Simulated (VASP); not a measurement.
Input of a VASP 6.6.1 run:

The input INCAR:

```
ALGO = Normal
EDIFF = 1E-6
EDIFFG = -0.002
ENCUT = 600
GGA = PS
IBRION = 2
ISIF = 3
ISMEAR = 0
LASPH = True
LCHARG = False
LREAL = False
LWAVE = False
NELM = 100
NSW = 100
PREC = Accurate
PSTRESS = 100.0
SIGMA = 0.01
```

KPOINTS

```
k-points
0
Gamma
  6 6 6
```

POSCAR

```
CdTe
1.0
    3.2447046504      3.2447046504      0.0000000000
   -3.2447046504      3.2447046504      0.0000000000
    0.0000000000      3.2447046504      3.2447046504
Cd Te
1 1
Direct
    0.0000000000      0.0000000000      0.0000000000
    0.7500000000      0.2500000000      0.5000000000
```

Potentials or basis: VASP PAW PBE potentials, release 64 (Cd, Te).

Launch:

```sh
$ cat potpaw_PBE.64/Cd/POTCAR potpaw_PBE.64/Te/POTCAR > POTCAR
$ mpirun -np 1 vasp_std > vasp.out
```

Estimate the space group after relaxing (to 0.05 Å).

F-43m (No. 216).

Estimate the relaxed cell.

a = 4.351 Å, b = 4.351 Å, c = 4.351 Å, α = 60.00°, β = 60.00°, γ = 90.00°.

Predict the relaxed volume.

29.12 Å³/atom.

Final structure:
```yaml
crystal:
  lattice:
    - [3.07646, 3.07646, 0.00000]
    - [-3.07646, 3.07646, 0.00000]
    - [0.00000, 3.07646, 3.07646]
  atoms:
    - { symbol: Cd, position: [0.00000, 0.00000, 0.00000] }
    - { symbol: Te, position: [0.75000, 0.25000, 0.50000] }
```

Caveat: the cell is relaxed towards a set pressure, so the enthalpy falls and the energy may rise; the PAW data sets were made with another functional, which shifts forces and pressure a little.
